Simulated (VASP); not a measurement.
# MgSe (Fm-3m) in VASP: a series of runs

MgSe is run at these levels: PBE; tasks: single point.

Everything below comes from runs of VASP 6.6.1. Logs are shortened: lines on timing, memory, paths and dates and some standing lists are left out, and cuts for length are marked.

## Step 1: The cell of the first run

Symmetry: Fm-3m, No. 225, cubic system. The conventional cell has a = 5.508 Å, b = 5.508 Å, c = 5.508 Å, α = 90.00°, β = 90.00°, γ = 90.00°. Mg (site symmetry m-3m) has 6 Se at 2.75 Å within 3.6 Å. Within 3.6 Å of Se (site symmetry m-3m) lie 6 Mg at 2.75 Å.

## Step 2: Single point, PBE

Input file INCAR:

```
SYSTEM = MgSe
  PREC = Accurate
  ENCUT = 600
  EDIFF = 1E-6
  ISMEAR = 0
  SIGMA = 0.01
  LREAL = .False.
  LASPH = .True.
  NELM = 120
  ALGO = Normal
  ISIF = 2
  LWAVE = .False.
  LCHARG = .False.
  GGA = PE
  NBANDS = 11
  GGA_COMPAT = .False.
```

Input file KPOINTS:

```
Automatic mesh
0
Gamma
  6 6 6
  0 0 0
```

Input file POSCAR:

```
MgSe
1.0
    0.0000000000      2.7541972802      2.7541972802
    2.7541972802      0.0000000000      2.7541972802
    2.7541972802      2.7541972802      0.0000000000
Mg Se
1 1
Direct
    0.0000000000      0.0000000000      0.0000000000
    0.5000000000      0.5000000000      0.5000000000
```

Potentials or basis: VASP PAW PBE potentials, release 64 (Mg, Se).

On the command line:

```
$ cat potpaw_PBE.64/Mg/POTCAR potpaw_PBE.64/Se/POTCAR > POTCAR
$ mpirun -np 1 vasp_std > vasp.out
```

OUTCAR:

```text
SYSTEM = MgSe
   PREC = Accurate
   ENCUT = 600
   EDIFF = 1E-6
   ISMEAR = 0
   LREAL = .False.
   LASPH = .True.
   NELM = 120
   ISIF = 2
   GGA = PE

 ion  position               nearest neighbor table
   1  0.000  0.000  0.000-   2 2.75   2 2.75   2 2.75   2 2.75   2 2.75   2 2.75
   2  0.500  0.500  0.500-   1 2.75   1 2.75   1 2.75   1 2.75   1 2.75   1 2.75

  LATTYP: Found a face centered cubic cell.
 ALAT       =     5.5083945604

  Lattice vectors:

 A1 = (   0.0000000000,   2.7541972802,   2.7541972802)
 A2 = (   2.7541972802,   0.0000000000,   2.7541972802)
 A3 = (   2.7541972802,   2.7541972802,   0.0000000000)

Analysis of symmetry for initial positions (statically):
=====================================================================
 Subroutine PRICEL returns:
 Original cell was already a primitive cell.

 Routine SETGRP: Setting up the symmetry group for a
 face centered cubic supercell.

 Subroutine GETGRP returns: Found 48 space group operations
 (whereof 48 operations were pure point group operations)
 out of a pool of 48 trial point group operations.

The static configuration has the point symmetry O_h .

Analysis of symmetry for dynamics (positions and initial velocities):
=====================================================================
 Subroutine PRICEL returns:
 Original cell was already a primitive cell.

 Routine SETGRP: Setting up the symmetry group for a
 face centered cubic supercell.

 Subroutine GETGRP returns: Found 48 space group operations
 (whereof 48 operations were pure point group operations)
 out of a pool of 48 trial point group operations.

The dynamic configuration has the point symmetry O_h .

 Subroutine INISYM returns: Found 48 space group operations
 (whereof 48 operations are pure point group operations),
 and found     1 'primitive' translations

----------------------------------------------------------------------------------------

                                     Primitive cell

  volume of cell :      41.7845

  direct lattice vectors                    reciprocal lattice vectors
     0.000000000  2.754197280  2.754197280    -0.181541099  0.181541099  0.181541099
     2.754197280  0.000000000  2.754197280     0.181541099 -0.181541099  0.181541099
     2.754197280  2.754197280  0.000000000     0.181541099  0.181541099 -0.181541099

  length of vectors
     3.895023147  3.895023147  3.895023147     0.314438406  0.314438406  0.314438406

  position of ions in fractional coordinates (direct lattice)
     0.000000000  0.000000000  0.000000000
     0.500000000  0.500000000  0.500000000

  ion indices of the primitive-cell ions
[... 76 lines left out ...]
   PSTRESS=    0.0 pullay stress
   NELECT =       8.0000    total number of electrons
   NUPDOWN=      -1.0000    fix difference up-down
   EMIN   =  10.00;   EMAX   =-10.00  energy-range for DOS
   EFERMI =   0.00;   METHOD = LEGACY
   ISMEAR =     0;   SIGMA  =   0.01  broadening in eV -4-tet -1-fermi 0-gaus
   EFERMI_NEDOS =   21; number of points for ismear=-14 and -15
   IALGO  =     38    algorithm
   IMIX   =      4    mixing-type and parameters
     AMIX     =   0.40;   BMIX     =  1.00
     AMIX_MAG =   1.60;   BMIX_MAG =  1.00
  volume/ion in A,a.u.               =      20.89       140.99
  Fermi-wavevector in a.u.,A,eV,Ry     =   0.943553  1.783057 12.113170  0.890293
  Thomas-Fermi vector in A             =   2.071272
   LORBIT       =      0    0 simple, 1 ext, 2 COOP (PROOUT), +10 PAW based schemes
   GGA     = PE    functional components
   LHFCALC =     F    Hartree Fock is set to
   AEXX    =    0.0000 exact exchange contribution
   IVDW    =     0    specifies the selected vdW correction
   LEPSILON=     F    determine dielectric tensor
   LRPA    =     F    only Hartree local field effects (RPA)
 non-spin polarized calculation
 Gauss-broadening in eV      SIGMA  =   0.01
  energy-cutoff  :      600.00
  volume of cell :       41.78
 maximum number of plane-waves:      1411
   NGX = 15   NGY = 15   NGZ = 15

 number of electron       8.0000001 magnetization

 Free energy of the ion-electron system (eV)
  ---------------------------------------------------
  ext. energy  EPLUGINS =         0.00000000
  ---------------------------------------------------
  free energy    TOTEN  =        -7.48582455 eV

  energy without entropy =       -7.48582455  energy(sigma->0) =       -7.48582455

 E-fermi :   3.0998     XC(G=0):  -9.3621

 val. band max:        2.9702519014   @ k =   0.0000   0.0000   0.0000
 cond. band min:       4.7155805582   @ k =   0.5000   0.5000   0.0000
 fundamental gap:      1.7453286568
 Fermi energy:         3.0997845080

 k-point     1 :       0.0000    0.0000    0.0000
  band No.  band energies     occupation
      1      -9.8029      2.00000
      2       2.9703      2.00000
      3       2.9703      2.00000
      4       2.9703      2.00000
      5       5.3586      0.00000
      6      10.3895      0.00000
      7      10.3895      0.00000
      8      10.3895      0.00000
      9      12.8802      0.00000
     10      12.8802      0.00000
     11      13.9081      0.00000
[... 197 lines left out ...]
 k-point    16 :      -0.3333    0.5000    0.1667
  band No.  band energies     occupation
      1      -8.4305      2.00000
      2      -0.7087      2.00000
      3       0.4043      2.00000
      4       0.6592      2.00000
      5       6.4598      0.00000
      6       8.7893      0.00000
      7      11.0168      0.00000
      8      12.3229      0.00000
      9      15.2770      0.00000
     10      16.5920      0.00000
     11      17.3310      0.00000

------------------------ aborting loop because EDIFF is reached ----------------------------------------

  FORCE on cell =-STRESS in cart. coord.  units (eV):
  Direction    XX          YY          ZZ          XY          YZ          ZX
  --------------------------------------------------------------------------------------
  -------------------------------------------------------------------------------------
  Total       -0.0259393     -0.0259393     -0.0259393     -0.0000000      0.0000000      0.0000000
  in kB       -0.9946121     -0.9946121     -0.9946121     -0.0000000      0.0000000      0.0000000
  external PRESSURE =      -0.9946121 kB  Pullay stress =       0.0000000 kB

 VOLUME and BASIS-vectors are now :
 -----------------------------------------------------------------------------
  energy-cutoff  :      600.00
  volume of cell :       41.78
      direct lattice vectors                 reciprocal lattice vectors
     0.000000000  2.754197280  2.754197280    -0.181541099  0.181541099  0.181541099
     2.754197280  0.000000000  2.754197280     0.181541099 -0.181541099  0.181541099
     2.754197280  2.754197280  0.000000000     0.181541099  0.181541099 -0.181541099

 POSITION                                       TOTAL-FORCE (eV/Angst)
 -----------------------------------------------------------------------------------
      0.00000      0.00000      0.00000        -0.000000      0.000000     -0.000000
      2.75420      2.75420      2.75420         0.000000     -0.000000      0.000000
 -----------------------------------------------------------------------------------
    total drift:                               -0.000000     -0.000000      0.000000

  FREE ENERGIE OF THE ION-ELECTRON SYSTEM (eV)
  ---------------------------------------------------
  free  energy   TOTEN  =        -7.4858245497 eV

  energy  without entropy=       -7.4858245497  energy(sigma->0) =       -7.48582455
```

It took 9.7 s on 1 thread of Intel Xeon Platinum 8259CL at 2.50GHz (Skylake/Cascade Lake), shared host; peak memory 0.17 GiB.

Results:

```yaml
Free_energy: -7.4858 eV
Pressure: -0.1 GPa
Band_gap_on_the_k_mesh: 1.75 eV, indirect (least direct gap 2.39 eV)
```

## Step 3: Single point, PBE (volume changed by +3%)

Input file INCAR:

```
SYSTEM = MgSe
ALGO = Normal
EDIFF = 1E-6
ENCUT = 600
GGA = PE
GGA_COMPAT = .FALSE.
ISIF = 2
ISMEAR = 0
LASPH = .TRUE.
LCHARG = .FALSE.
LREAL = .FALSE.
LWAVE = .FALSE.
NBANDS = 11
NELM = 120
PREC = Accurate
SIGMA = 0.01
```

Input file KPOINTS:

```
k-points
0
G
  6 6 6
  0 0 0
```

Input file POSCAR:

```
MgSe
1.0
    0.0000000000      2.7814683338      2.7814683338
    2.7814683338      0.0000000000      2.7814683338
    2.7814683338      2.7814683338      0.0000000000
Mg Se
1 1
Direct
    0.0000000000      0.0000000000      0.0000000000
    0.5000000000      0.5000000000      0.5000000000
```

Potentials or basis: VASP PAW PBE potentials, release 64 (Mg, Se).

On the command line:

```
$ cat potpaw_PBE.64/Mg/POTCAR potpaw_PBE.64/Se/POTCAR > POTCAR
$ mpirun -np 1 vasp_std > vasp.out
```

Wall time 9.5 s (1 thread of Intel Xeon Platinum 8259CL at 2.50GHz (Skylake/Cascade Lake), shared host); peak memory 0.17 GiB.

The run converged. Its results:

```yaml
Free_energy: -7.4783 eV
Pressure: -1.8 GPa
Band_gap_on_the_k_mesh: 1.69 eV, indirect (least direct gap 2.20 eV)
```

Levels at points of the mesh, in eV from the valence-band top:
| k point | band 1 | band 2 | band 3 | band 4 | band 5 | band 6 | band 7 | band 8 | band 9 |
| --- | --- | --- | --- | --- | --- | --- | --- | --- | --- |
| (0.00, 0.00, 0.00) | -12.62 | 0.00 | 0.00 | 0.00 | 2.20 | 7.43 | 7.43 | 7.43 | 9.85 |
| (0.50, 0.00, 0.00) | -11.64 | -4.63 | -0.52 | -0.52 | 3.75 | 6.02 | 6.02 | 8.14 | 11.05 |
| (0.50, 0.50, 0.00) | -11.36 | -3.95 | -1.64 | -1.64 | 1.69 | 4.13 | 11.16 | 11.62 | 11.62 |

 A k mesh can miss the band edges.
